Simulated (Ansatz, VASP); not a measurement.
**Ge3S in VASP and in Ansatz**

```
Ge S
1.0
     5.38600    0.00000    0.00000
     0.00000    5.38600    0.00000
     0.00000    0.00000    5.38600
Ge S
6 2
Direct
  0.50000 0.25000 0.00000
  0.50000 0.75000 0.00000
  0.25000 0.00000 0.50000
  0.75000 0.00000 0.50000
  0.00000 0.50000 0.25000
  0.00000 0.50000 0.75000
  0.50000 0.50000 0.50000
  0.00000 0.00000 0.00000
```

Change from the starting cell: species swapped into the Mo3Ir type (Pm-3n, No. 223).

Alike in both runs: functional PBE; k mesh 8 × 8 × 8; occupations gaussian, width 0.1 eV; no spin polarisation.

Ansatz relaxed the structure, and its values are those at the end. VASP's run is a single point on that final structure, the one shown.

```csv
,VASP,Ansatz
version,VASP 6.6.1,Ansatz 0.2.0
potentials or method,"VASP PAW PBE potentials, release 64 (Ge_d, S), cutoff 520 eV","scalar-relativistic, plane waves, PAW"
valence electrons in the cell,96,96
```

```tsv
	VASP	Ansatz	Ansatz less VASP
gap on the k mesh at the Fermi level (eV)	none	none	-
pressure (GPa)	0.0	0.0	-0.01
```

A gap of «none» marks a metal or a gap that the smearing closes.
